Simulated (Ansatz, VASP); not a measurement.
# NaBeH2: VASP beside Ansatz

```
CELL_PARAMETERS angstrom
1.72519 0.99604 4.79488
-1.72519 0.99604 4.79488
0.00000 -1.99207 4.79488
ATOMIC_POSITIONS crystal
Na 0.00000 0.00000 0.00000
Be 0.50000 0.50000 0.50000
H 0.59484 0.59484 0.59484
H 0.40516 0.40516 0.40516
```

Alike in both runs: functional PBE; k mesh 15 × 15 × 15; occupations gaussian, width 0.1 eV; no spin polarisation.

Ansatz relaxed the structure, and its values are those at the end. VASP's run is a single point on that final structure, the one shown.

```csv
,VASP,Ansatz
version,VASP 6.6.1,Ansatz 0.2.0
potentials or method,"VASP PAW PBE potentials, release 64 (Na_pv, Be, H), cutoff 520 eV","scalar-relativistic, plane waves, PAW"
valence electrons in the cell,11,13
```

|  | VASP | Ansatz | Ansatz less VASP |
| --- | --- | --- | --- |
| gap on the k mesh at the Fermi level (eV) | none | none | - |
| pressure (GPa) | 0.0 | 0.0 | +0.05 |

A gap of «none» marks a metal or a gap that the smearing closes. VASP's potentials hold 11 valence electrons a cell and Ansatz's 13, so a difference there can come from the potentials and not from the codes.
